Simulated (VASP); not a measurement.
# P (P2/m) in VASP: single point with PBEsol

Aim: the single point of P with PBEsol.

All numbers are computed with VASP 6.6.1; they aren't measurements. Logs are shortened: lines on timing, memory, paths and dates and some standing lists are left out, and cuts for length are marked.

## (1) The cell of the first run

It takes space group P2/m (No. 10, monoclinic). Conventional cell: a = 4.274 Å, b = 4.273 Å, c = 4.379 Å, α = 90.00°, β = 92.15°, γ = 90.00°. Within 5.6 Å of P (site symmetry 2/m) lie 6 P at 4.27 to 4.38 Å.

## (2) Single point, PBEsol (strain +0.0375 x Voigt [0, 0, 0, 0, 1, 0])

Contents of INCAR:

```
SYSTEM = P
PREC = Accurate ; ENCUT = 500
EDIFF = 1E-6 ; ISMEAR = 0
SIGMA = 0.15 ; LREAL = .False.
LASPH = .True. ; NELM = 120
ALGO = Normal ; ISIF = 2
LWAVE = .False. ; LCHARG = .False.
GGA = PS ; NBANDS = 8
GGA_COMPAT = .False.
```

Contents of KPOINTS:

```
regular mesh
0
Gamma
  12 12 12
  0 0 0
```

Contents of POSCAR:

```
P
1.0
    4.2729048574      0.0000000000      0.0801169661
    0.0000000000      4.2729048574      0.0000000000
    0.0820875000      0.0000000000      4.3780000000
P
1
Direct
    0.0000000000      0.0000000000      0.0000000000
```

Potentials or basis: VASP PAW PBE potentials, release 64 (P).

Started as:

```bash
$ cat potpaw_PBE.64/P/POTCAR > POTCAR
$ mpirun -np 1 vasp_std > vasp.out
```

OUTCAR:

```text
SYSTEM = P
   PREC = Accurate
   ENCUT = 500
   EDIFF = 1E-6
   ISMEAR = 0
   LREAL = .False.
   LASPH = .True.
   NELM = 120
   ISIF = 2
   GGA = PS

 ion  position               nearest neighbor table
   1  0.000  0.000  0.000-

  LATTYP: Found a simple monoclinic cell.
 ALAT       =     4.2736558880
 B/A-ratio  =     0.9998242651
 C/A-ratio  =     1.0245957132
 COS(beta)  =    -0.0374868210

  Lattice vectors:

 A1 = (   4.2729048574,   0.0000000000,   0.0801169661)
 A2 = (   0.0000000000,  -4.2729048574,   0.0000000000)
 A3 = (  -0.0820875000,   0.0000000000,  -4.3780000000)

Analysis of symmetry for initial positions (statically):
=====================================================================
 Subroutine PRICEL returns:
 Original cell was already a primitive cell.

 Routine SETGRP: Setting up the symmetry group for a
 simple monoclinic supercell.

 Subroutine GETGRP returns: Found  4 space group operations
 (whereof  4 operations were pure point group operations)
 out of a pool of  4 trial point group operations.

The static configuration has the point symmetry C_2h.

Analysis of symmetry for dynamics (positions and initial velocities):
=====================================================================
 Subroutine PRICEL returns:
 Original cell was already a primitive cell.

 Routine SETGRP: Setting up the symmetry group for a
 simple monoclinic supercell.

 Subroutine GETGRP returns: Found  4 space group operations
 (whereof  4 operations were pure point group operations)
 out of a pool of  4 trial point group operations.

The dynamic configuration has the point symmetry C_2h.

 Subroutine INISYM returns: Found  4 space group operations
 (whereof  4 operations are pure point group operations),
 and found     1 'primitive' translations

----------------------------------------------------------------------------------------

                                     Primitive cell

  volume of cell :      79.9042

  direct lattice vectors                    reciprocal lattice vectors
     4.272904857  0.000000000  0.080116966     0.234115132  0.000000000 -0.004389659
     0.000000000  4.272904857  0.000000000     0.000000000  0.234032826  0.000000000
     0.082087500  0.000000000  4.378000000    -0.004284284  0.000000000  0.228495132
[... 75 lines left out ...]
   ICHARG =      2    charge: 1-file 2-atom 10-const
   ISPIN  =      1    spin polarized calculation?
   LNONCOLLINEAR =      F non collinear calculations
   LSORBIT =      F    spin-orbit coupling
   LASPH  =      T    aspherical Exc in radial PAW
   ENCUT  =  500.0 eV  36.75 Ry    6.06 a.u.   7.79  7.79  7.98*2*pi/ulx,y,z
   NELM   =    120;   NELMIN=  2; NELMDL= -5     # of ELM steps
   EDIFF  = 0.1E-05   stopping-criterion for ELM
   LREAL  =      F    real-space projection
   EDIFFG = 0.1E-04   stopping-criterion for IOM
   NSW    =      0    number of steps for IOM
   IBRION =     -1    ionic relax: 0-MD 1-quasi-New 2-CG
   NFREE  =      0    steps in history (QN), initial steepest desc. (CG)
   ISIF   =      2    stress and relaxation
   ISYM   =      2    0-nonsym 1-usesym 2-fastsym
   POTIM  = 0.5000    time-step for ionic-motion
   TEBEG  =    0.0;   TEEND  =   0.0 temperature during run
   PSTRESS=    0.0 pullay stress
   NELECT =       5.0000    total number of electrons
   NUPDOWN=      -1.0000    fix difference up-down
   EMIN   =  10.00;   EMAX   =-10.00  energy-range for DOS
   EFERMI =   0.00;   METHOD = LEGACY
   ISMEAR =     0;   SIGMA  =   0.15  broadening in eV -4-tet -1-fermi 0-gaus
   EFERMI_NEDOS =   21; number of points for ismear=-14 and -15
   IALGO  =     38    algorithm
   IMIX   =      4    mixing-type and parameters
     AMIX     =   0.40;   BMIX     =  1.00
     AMIX_MAG =   1.60;   BMIX_MAG =  1.00
  volume/ion in A,a.u.               =      79.90       539.22
  Fermi-wavevector in a.u.,A,eV,Ry     =   0.649943  1.228213  5.747446  0.422425
  Thomas-Fermi vector in A             =   1.719061
   LORBIT       =      0    0 simple, 1 ext, 2 COOP (PROOUT), +10 PAW based schemes
   GGA     = PS    functional components
   LHFCALC =     F    Hartree Fock is set to
   AEXX    =    0.0000 exact exchange contribution
   IVDW    =     0    specifies the selected vdW correction
   LEPSILON=     F    determine dielectric tensor
   LRPA    =     F    only Hartree local field effects (RPA)
 non-spin polarized calculation
 Gauss-broadening in eV      SIGMA  =   0.15
  energy-cutoff  :      500.00
  volume of cell :       79.90
 maximum number of plane-waves:      2054
   NGX = 15   NGY = 15   NGZ = 15

 number of electron       4.9999998 magnetization

 Free energy of the ion-electron system (eV)
  ---------------------------------------------------
  ext. energy  EPLUGINS =         0.00000000
  ---------------------------------------------------
  free energy    TOTEN  =        -1.18802817 eV

  energy without entropy =       -1.14986385  energy(sigma->0) =       -1.16894601

 E-fermi :  -3.0784     XC(G=0):  -5.0536

 val. band max:       -3.0789057655   @ k =   0.3333   0.2500   0.1667
 cond. band min:      -3.0770892456   @ k =   0.1667   0.3333   0.2500
 fundamental gap:      0.0018165198
 Fermi energy:        -3.0783670561

 k-point     1 :       0.0000    0.0000    0.0000
  band No.  band energies     occupation
      1     -11.8093      2.00000
      2      -2.6331      0.00003
      3      -2.5218      0.00000
      4      -2.5189      0.00000
      5       1.5520      0.00000
      6       4.3670      0.00000
      7       4.4463      0.00000
      8       8.9238      0.00000
[... 243 lines left out ...]
 k-point    24 :       0.1667    0.2500   -0.0000
  band No.  band energies     occupation
      1     -11.6858      2.00000
      2      -3.2531      1.90048
      3      -2.8389      0.02397
      4      -2.5208      0.00000
      5       2.7184      0.00000
      6       4.8387      0.00000
      7       5.3737      0.00000
      8       6.6307      0.00000

 [... further k-points ...]
[... 5 lines left out ...]
  --------------------------------------------------------------------------------------
  -------------------------------------------------------------------------------------
  Total       -1.9898977     -1.9917456     -1.7811658      0.0000000      0.0000000     -0.0713832
  in kB      -39.8999026    -39.9369557    -35.7145718      0.0000000      0.0000000     -1.4313213
  external PRESSURE =     -38.5171433 kB  Pullay stress =       0.0000000 kB

 VOLUME and BASIS-vectors are now :
 -----------------------------------------------------------------------------
  energy-cutoff  :      500.00
  volume of cell :       79.90
      direct lattice vectors                 reciprocal lattice vectors
     4.272904857  0.000000000  0.080116966     0.234115132  0.000000000 -0.004389659
     0.000000000  4.272904857  0.000000000     0.000000000  0.234032826  0.000000000
     0.082087500  0.000000000  4.378000000    -0.004284284  0.000000000  0.228495132

 POSITION                                       TOTAL-FORCE (eV/Angst)
 -----------------------------------------------------------------------------------
      0.00000      0.00000      0.00000        -0.000000      0.000000      0.000000
 -----------------------------------------------------------------------------------
    total drift:                                0.000000      0.000000      0.000000

  FREE ENERGIE OF THE ION-ELECTRON SYSTEM (eV)
  ---------------------------------------------------
  free  energy   TOTEN  =        -1.1880281677 eV

  energy  without entropy=       -1.1498638484  energy(sigma->0) =       -1.16894601
```

It took 60 s on 1 thread of Intel Xeon 6975P-C (Granite Rapids), shared host; peak memory 0.37 GiB.

Results:

```yaml
Free_energy: -1.1880 eV
Pressure: -3.9 GPa
Band_gap_on_the_k_mesh: zero (an odd number of electrons rules out a gap without spin polarisation)
```

Levels at points of the mesh, in eV from the Fermi level:
| k point | band 1 | band 2 | band 3 | band 4 | band 5 | band 6 | band 7 | band 8 |
| --- | --- | --- | --- | --- | --- | --- | --- | --- |
| (0.00, 0.00, 0.00) | -8.73 | 0.45 | 0.56 | 0.56 | 4.63 | 7.45 | 7.52 | 12.00 |
| (0.50, 0.00, 0.00) | -8.56 | -0.83 | 0.60 | 0.70 | 6.51 | 7.56 | 8.18 | 9.53 |
| (0.00, 0.50, 0.00) | -8.56 | -0.83 | 0.60 | 0.71 | 6.51 | 7.55 | 8.19 | 9.51 |
| (0.50, 0.50, 0.00) | -8.40 | -0.53 | -0.53 | 0.73 | 5.86 | 8.11 | 9.73 | 9.73 |
| (0.00, 0.00, 0.50) | -8.59 | -0.78 | 0.68 | 0.68 | 6.47 | 7.48 | 8.14 | 9.79 |
| (0.50, 0.00, 0.50) | -8.43 | -0.58 | -0.47 | 0.81 | 5.85 | 8.12 | 9.54 | 9.83 |
| (0.00, 0.50, 0.50) | -8.43 | -0.57 | -0.48 | 0.81 | 5.85 | 8.11 | 9.65 | 9.71 |
| (0.50, 0.50, 0.50) | -8.28 | -0.33 | -0.32 | -0.23 | 6.81 | 6.97 | 7.03 | 9.24 |

Caveat: the cell differs from its parent crystal (strain +0.0375 x Voigt [0, 0, 0, 0, 1, 0]); the cell stands under tension; the PAW data sets were made with another functional, which shifts forces and pressure a little.
